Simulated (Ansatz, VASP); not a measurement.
Two plane-wave programs on S

```
S
1.0
     4.64934    0.00000    0.00000
    -2.32467    4.02644    0.00000
     0.00000    0.00000    4.39053
S
3
Direct
  0.18156 0.00000 0.33333
  0.00000 0.18156 0.66667
  0.81844 0.81844 0.00000
```

Alike in both runs: functional r2SCAN; k mesh 6 × 6 × 4; occupations gaussian, width 0.1 eV; no spin polarisation.

Ansatz relaxed the structure, and its values are those at the end. VASP's run is a single point on that final structure, the one shown.

|  | VASP | Ansatz |
| --- | --- | --- |
| version | VASP 6.6.1 | Ansatz 0.2.0 |
| potentials or method | VASP PAW PBE potentials, release 64 (S), cutoff 520 eV | scalar-relativistic, plane waves, PAW |
| valence electrons in the cell | 18 | 18 |

```csv
,VASP,Ansatz,Ansatz less VASP
gap on the k mesh at the Fermi level (eV),2.47,2.42,-0.049
least direct gap on the mesh (eV),2.70,2.65,-0.054
pressure (GPa),-0.4,0.0,+0.47
rms of the force components (eV/Å),0.071,0.002,-0.0694
```

VASP's potentials were made for PBE, not for r2SCAN. The functional is the same, so the differences come from potentials, cutoffs and numerics.
